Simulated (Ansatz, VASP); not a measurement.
**One calculation of Mo, two programs**

```xyz
1
Lattice="2.7211 0.0000 0.0000 -1.3605 2.3565 0.0000 0.0000 0.0000 2.4917" Properties=species:S:1:pos:R:3 pbc="T T T"
Mo    0.0000    0.0000    1.2458
```

Alike in both runs: functional LDA; k mesh 14 × 14 × 13; occupations gaussian, width 0.1 eV; no spin polarisation.

Ansatz relaxed the structure, and its values are those at the end. VASP's run is a single point on that final structure, the one shown.

|  | VASP | Ansatz |
| --- | --- | --- |
| version | VASP 6.6.1 | Ansatz 0.2.0 |
| potentials or method | VASP PAW LDA potentials, release 64 (Mo_sv) | plane waves, PAW |
| plane-wave cutoff (eV) | 520 | 420 |
| valence electrons in the cell | 14 | 14 |

VASP gave:

- pressure (GPa): 1.1

Q: Which values does Ansatz return?

A: Pressure (GPa): 0.0.

LDA's correlation is that of Perdew and Zunger in VASP and of Perdew and Wang (1992) in Ansatz.
